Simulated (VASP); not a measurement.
Write the native input for VASP 6.6.1 that does the following.

```
Task                   : single point
Functional             : PBE
Potentials or basis    : VASP PAW PBE potentials, release 64 (Ga_d)
Cutoff                 : 520 eV
k mesh                 : 20 × 20 × 20
Occupations            : gaussian, width 0.1 eV
Spin                   : no spin polarisation
Dipole correction      : no
Further INCAR settings : ALGO = Fast; EDIFF = 1e-06; NBANDS = 12
```

The structure of Ga lies in POSCAR:

```
Ga
1.0
    2.6887213522      0.0000000000      0.0000000000
    0.0000000000      2.6887213522      0.0000000000
    0.0000000000      0.0000000000      2.6896631174
Ga
1
Direct
    0.5000000000      0.5000000000      0.5000000000
```

This isn't the form of Ga at room conditions, which is orthorhombic.

These files were run (other wordings do the same):

INCAR

```
PREC = Accurate ; ENCUT = 520
EDIFF = 1E-6 ; ISMEAR = 0
SIGMA = 0.1 ; LREAL = F
LASPH = T ; NELM = 100
ALGO = Fast ; ISIF = 2
LWAVE = F ; LCHARG = F
GGA = PE ; NBANDS = 12
```

KPOINTS

```
regular mesh
0
Gamma
  20 20 20
```

Potentials or basis: VASP PAW PBE potentials, release 64 (Ga_d).

Launch:

```console
$ cat potpaw_PBE.64/Ga_d/POTCAR > POTCAR
$ mpirun -np 1 vasp_std > vasp.out
```

Results of the run:

* Pressure: 1.6 GPa
* Band gap on the k mesh: zero (an odd number of electrons rules out a gap without spin polarisation)

Wall time 2.5 min on 1 thread of Intel Xeon 8259CL (shared host), peak memory 0.26 GiB.
